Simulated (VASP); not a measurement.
# B (I4_1/amd) in VASP: notebook

B is run at these levels: PBE; tasks: single point, relaxation of shape and atoms at fixed volume.

Everything below comes from runs of VASP 6.6.1. Logs are shortened: lines on timing, memory, paths and dates and some standing lists are left out, and cuts for length are marked.

## 1. The cell of the first run

Symmetry: I4_1/amd, No. 141, tetragonal system. Conventional cell: a = 4.474 Å, b = 4.474 Å, c = 1.597 Å, α = 90.00°, β = 90.00°, γ = 90.00°. Within 2.1 Å of B (site symmetry -4m2) lie 2 B at 1.60 Å.

## 2. Single point, PBE

Input file INCAR:

```
  ALGO = Normal
  EDIFF = 1E-6
  ENCUT = 520
  GGA = PE
  ISIF = 2
  ISMEAR = -1
  LASPH = True
  LCHARG = False
  LREAL = False
  LWAVE = False
  NBANDS = 10
  NELM = 80
  PREC = Accurate
  SIGMA = 0.05
```

Input file KPOINTS:

```
k-points
0
Gamma
  21 21 21
```

Input file POSCAR:

```
B
1.0
   -2.2369583102      2.2369583102      0.7982954225
    2.2369583102     -2.2369583102      0.7982954225
    2.2369583102      2.2369583102     -0.7982954225
B
2
Direct
   -0.3750000000     -0.1250000000     -0.2500000000
    0.3750000000      0.1250000000      0.2500000000
```

Potentials or basis: VASP PAW PBE potentials, release 64 (B).

On the command line:

```console
> cat potpaw_PBE.64/B/POTCAR > POTCAR
> mpirun -np 1 vasp_std > vasp.out
```

OUTCAR:

```text
EDIFF = 1E-6
   ENCUT = 520
   GGA = PE
   ISIF = 2
   ISMEAR = -1
   LASPH = True
   LREAL = False
   NELM = 80
   PREC = Accurate

 ion  position               nearest neighbor table
   1  0.625  0.875  0.750-
   2  0.375  0.125  0.250-

  LATTYP: Found a body centered tetragonal cell.
 ALAT       =     4.4739166204
 C/A-ratio  =     0.3568664730

  Lattice vectors:

 A1 = (  -2.2369583102,   2.2369583102,   0.7982954225)
 A2 = (   2.2369583102,  -2.2369583102,   0.7982954225)
 A3 = (   2.2369583102,   2.2369583102,  -0.7982954225)

Analysis of symmetry for initial positions (statically):
=====================================================================
 Subroutine PRICEL returns:
 Original cell was already a primitive cell.

 Routine SETGRP: Setting up the symmetry group for a
 body centered tetragonal supercell.

 Subroutine GETGRP returns: Found 16 space group operations
 (whereof  4 operations were pure point group operations)
 out of a pool of 16 trial point group operations.

The static configuration has the point symmetry C_2h.
 The point group associated with its full space group is D_4h.

Analysis of symmetry for dynamics (positions and initial velocities):
=====================================================================
 Subroutine PRICEL returns:
 Original cell was already a primitive cell.

 Routine SETGRP: Setting up the symmetry group for a
 body centered tetragonal supercell.

 Subroutine GETGRP returns: Found 16 space group operations
 (whereof  4 operations were pure point group operations)
 out of a pool of 16 trial point group operations.

The dynamic configuration has the point symmetry C_2h.
 The point group associated with its full space group is D_4h.

 Subroutine INISYM returns: Found 16 space group operations
 (whereof  4 operations are pure point group operations),
 and found     1 'primitive' translations

----------------------------------------------------------------------------------------

                                     Primitive cell

  volume of cell :      15.9786

  direct lattice vectors                    reciprocal lattice vectors
    -2.236958310  2.236958310  0.798295422     0.000000000  0.223517800  0.626334545
     2.236958310 -2.236958310  0.798295422     0.223517800  0.000000000  0.626334545
     2.236958310  2.236958310 -0.798295422     0.223517800  0.223517800  0.000000000

  length of vectors
     3.262704483  3.262704483  3.262704483     0.665022683  0.665022683  0.316101904

  position of ions in fractional coordinates (direct lattice)
     0.625000000  0.875000000  0.750000000
     0.375000000  0.125000000  0.250000000

  ion indices of the primitive-cell ions
   primitive index   ion index
                 1           1
                 2           2

----------------------------------------------------------------------------------------

 KPOINTS: k-points

Automatic generation of k-mesh.
 Grid dimensions read from file:
 generate k-points for:   21   21   21

 Generating k-lattice:

  Cartesian coordinates                     Fractional coordinates (reciprocal lattice)
     0.000000000  0.010643705  0.029825455     0.047619048  0.000000000  0.000000000
     0.010643705  0.000000000  0.029825455     0.000000000  0.047619048  0.000000000
     0.010643705  0.010643705  0.000000000     0.000000000  0.000000000  0.047619048

  Length of vectors
     0.031667747  0.031667747  0.015052472

  Shift w.r.t. Gamma in fractional coordinates (k-lattice)
     0.000000000  0.000000000  0.000000000

 Subroutine IBZKPT returns following result:
 ===========================================

 Found    726 irreducible k-points:

 Following reciprocal coordinates:
            Coordinates               Weight
  0.000000  0.000000  0.000000      1.000000
  0.047619  0.000000  0.000000      8.000000
  0.095238  0.000000 -0.000000      8.000000
  0.142857  0.000000 -0.000000      8.000000
  0.190476  0.000000 -0.000000      8.000000
  0.238095 -0.000000  0.000000      8.000000
[... 16 lines left out ...]
 -0.428571  0.047619  0.000000     16.000000
 -0.380952  0.047619  0.000000     16.000000
 [... further k-points ...]
   k-points           NKPTS =    726   k-points in BZ     NKDIM =    726   number of bands    NBANDS=     10
   number of dos      NEDOS =    301   number of ions     NIONS =      2
   total plane-waves  NPLWV =  13824
   dimension x,y,z NGX =    24 NGY =   24 NGZ =   24
   dimension x,y,z NGXF=    48 NGYF=   48 NGZF=   48
   ions per type =               2
   NGX,Y,Z   is equivalent  to a cutoff of  12.23, 12.23, 12.23 a.u.
   NGXF,Y,Z  is equivalent  to a cutoff of  24.46, 24.46, 24.46 a.u.
 SYSTEM =  unknown system
   PREC   = accura    normal or accurate (medium, high low for compatibility)
   ISTART =      0    job   : 0-new  1-cont  2-samecut
   ICHARG =      2    charge: 1-file 2-atom 10-const
   ISPIN  =      1    spin polarized calculation?
   LNONCOLLINEAR =      F non collinear calculations
   LSORBIT =      F    spin-orbit coupling
   LASPH  =      T    aspherical Exc in radial PAW
   ENCUT  =  520.0 eV  38.22 Ry    6.18 a.u.   6.07  6.07  6.07*2*pi/ulx,y,z
   NELM   =     80;   NELMIN=  2; NELMDL= -5     # of ELM steps
   EDIFF  = 0.1E-05   stopping-criterion for ELM
   LREAL  =      F    real-space projection
   EDIFFG = 0.1E-04   stopping-criterion for IOM
   NSW    =      0    number of steps for IOM
   IBRION =     -1    ionic relax: 0-MD 1-quasi-New 2-CG
   NFREE  =      0    steps in history (QN), initial steepest desc. (CG)
   ISIF   =      2    stress and relaxation
   ISYM   =      2    0-nonsym 1-usesym 2-fastsym
   POTIM  = 0.5000    time-step for ionic-motion
   TEBEG  =    0.0;   TEEND  =   0.0 temperature during run
   PSTRESS=    0.0 pullay stress
   NELECT =       6.0000    total number of electrons
   NUPDOWN=      -1.0000    fix difference up-down
   EMIN   =  10.00;   EMAX   =-10.00  energy-range for DOS
   EFERMI =   0.00;   METHOD = LEGACY
   ISMEAR =    -1;   SIGMA  =   0.05  broadening in eV -4-tet -1-fermi 0-gaus
   EFERMI_NEDOS =   21; number of points for ismear=-14 and -15
   IALGO  =     38    algorithm
   IMIX   =      4    mixing-type and parameters
     AMIX     =   0.40;   BMIX     =  1.00
     AMIX_MAG =   1.60;   BMIX_MAG =  1.00
  volume/ion in A,a.u.               =       7.99        53.91
  Fermi-wavevector in a.u.,A,eV,Ry     =   1.181079  2.231915 18.979400  1.394947
  Thomas-Fermi vector in A             =   2.317359
   LORBIT       =      0    0 simple, 1 ext, 2 COOP (PROOUT), +10 PAW based schemes
   GGA     = PE    functional components
   LHFCALC =     F    Hartree Fock is set to
   AEXX    =    0.0000 exact exchange contribution
   IVDW    =     0    specifies the selected vdW correction
   LEPSILON=     F    determine dielectric tensor
   LRPA    =     F    only Hartree local field effects (RPA)
 non-spin polarized calculation
  energy-cutoff  :      520.00
  volume of cell :       15.98
 maximum number of plane-waves:       447
   NGX = 13   NGY = 13   NGZ = 13

 number of electron       6.0000001 magnetization

 Free energy of the ion-electron system (eV)
  ---------------------------------------------------
  ext. energy  EPLUGINS =         0.00000000
  ---------------------------------------------------
  free energy    TOTEN  =       -11.47841672 eV

  energy without entropy =      -11.47459057  energy(sigma->0) =      -11.47650364

 E-fermi :   6.0433     XC(G=0): -11.4438

 val. band max:        6.0413643442   @ k =   0.4762   0.3333   0.0952
 cond. band min:       6.0493976231   @ k =  -0.3333  -0.3333   0.0952
 fundamental gap:      0.0080332789
 Fermi energy:         6.0432817932

 k-point     1 :       0.0000    0.0000    0.0000
  band No.  band energies     occupation
      1      -8.8902      2.00000
      2       1.6011      2.00000
      3       1.6011      2.00000
      4       2.5181      2.00000
      5      11.0939      0.00000
      6      11.4549      0.00000
      7      11.4549      0.00000
      8      21.4354      0.00000
      9      23.3283      0.00000
     10      32.3697      0.00000

 k-point     2 :       0.0476    0.0000    0.0000
  band No.  band energies     occupation
      1      -8.7748      2.00000
      2       1.4981      2.00000
      3       1.6908      2.00000
      4       2.7996      2.00000
      5      11.2971      0.00000
      6      11.4530      0.00000
      7      11.5805      0.00000
      8      21.6659      0.00000
      9      23.1321      0.00000
     10      31.7153      0.00000

 k-point     3 :       0.0952    0.0000   -0.0000
  band No.  band energies     occupation
      1      -8.4297      2.00000
      2       1.3694      2.00000
      3       1.9636      2.00000
      4       3.4606      2.00000
      5      11.4580      0.00000
      6      11.9020      0.00000
      7      11.9552      0.00000
      8      22.1980      0.00000
      9      22.6710      0.00000
     10      30.0311      0.00000

 k-point     4 :       0.1429    0.0000   -0.0000
  band No.  band energies     occupation
      1      -7.8583      2.00000
      2       1.3348      2.00000
      3       2.4280      2.00000
      4       4.3726      2.00000
      5      11.4919      0.00000
      6      12.5702      0.00000
      7      12.8981      0.00000
      8      21.3885      0.00000
      9      23.5405      0.00000
     10      27.8253      0.00000
[... 222 lines left out ...]
 k-point    22 :      -0.4762    0.0476    0.0000
  band No.  band energies     occupation
      1      -0.5144      2.00000
      2       2.2062      2.00000
      3       9.2583      0.00000
      4       9.5030      0.00000
      5      11.7950      0.00000
      6      15.7022      0.00000
      7      16.8745      0.00000
      8      17.8583      0.00000
      9      23.2735      0.00000
     10      24.5123      0.00000

 k-point    23 :      -0.4286    0.0476    0.0000
  band No.  band energies     occupation
      1      -1.8929      2.00000
      2       2.0481      2.00000
      3       7.6787      0.00000
      4      10.3551      0.00000
      5      11.4198      0.00000
      6      15.0693      0.00000
      7      17.4091      0.00000
      8      18.3296      0.00000
      9      23.0192      0.00000
     10      25.6670      0.00000

 k-point    24 :      -0.3810    0.0476    0.0000
  band No.  band energies     occupation
      1      -3.3341      2.00000
      2       1.7518      2.00000
      3       6.1899      0.10114
      4      10.2307      0.00000
      5      10.9815      0.00000
      6      15.4834      0.00000
      7      16.8645      0.00000
      8      19.3715      0.00000
      9      21.1115      0.00000
     10      26.9743      0.00000

 [... further k-points ...]
[... 5 lines left out ...]
  --------------------------------------------------------------------------------------
  -------------------------------------------------------------------------------------
  Total       -0.0074100     -0.0074100     -0.0084414      0.0000000     -0.0000000      0.0000000
  in kB       -0.7430019     -0.7430019     -0.8464171      0.0000000     -0.0000000      0.0000000
  external PRESSURE =      -0.7774737 kB  Pullay stress =       0.0000000 kB

 VOLUME and BASIS-vectors are now :
 -----------------------------------------------------------------------------
  energy-cutoff  :      520.00
  volume of cell :       15.98
      direct lattice vectors                 reciprocal lattice vectors
    -2.236958310  2.236958310  0.798295422     0.000000000  0.223517800  0.626334545
     2.236958310 -2.236958310  0.798295422     0.223517800  0.000000000  0.626334545
     2.236958310  2.236958310 -0.798295422     0.223517800  0.223517800  0.000000000

 POSITION                                       TOTAL-FORCE (eV/Angst)
 -----------------------------------------------------------------------------------
      2.23696      1.11848      0.59872         0.000000     -0.000000     -0.000000
      0.00000      1.11848      0.19957        -0.000000      0.000000      0.000000
 -----------------------------------------------------------------------------------
    total drift:                               -0.000000      0.000000      0.000000

  FREE ENERGIE OF THE ION-ELECTRON SYSTEM (eV)
  ---------------------------------------------------
  free  energy   TOTEN  =       -11.4784167203 eV

  energy  without entropy=      -11.4745905652  energy(sigma->0) =      -11.47650364
```

Run time: 75 s. Hardware: 1 thread of Intel Xeon 8259CL, shared host; peak memory 0.21 GiB.

What came out:

```
Free energy            : -11.4784 eV
Pressure               : -0.1 GPa
Band gap on the k mesh : zero (bands 3 and 4 overlap by 12.80 eV)
```

Levels at points of the mesh, in eV from the Fermi level:
| k point | band 1 | band 2 | band 3 | band 4 | band 5 | band 6 | band 7 |
| --- | --- | --- | --- | --- | --- | --- | --- |
| (0.00, 0.00, 0.00) | -14.93 | -4.44 | -4.44 | -3.53 | 5.05 | 5.41 | 5.41 |

[end of part 1 of 2]

The gap in the log of VASP goes by the Fermi energy; the results here count the filled bands.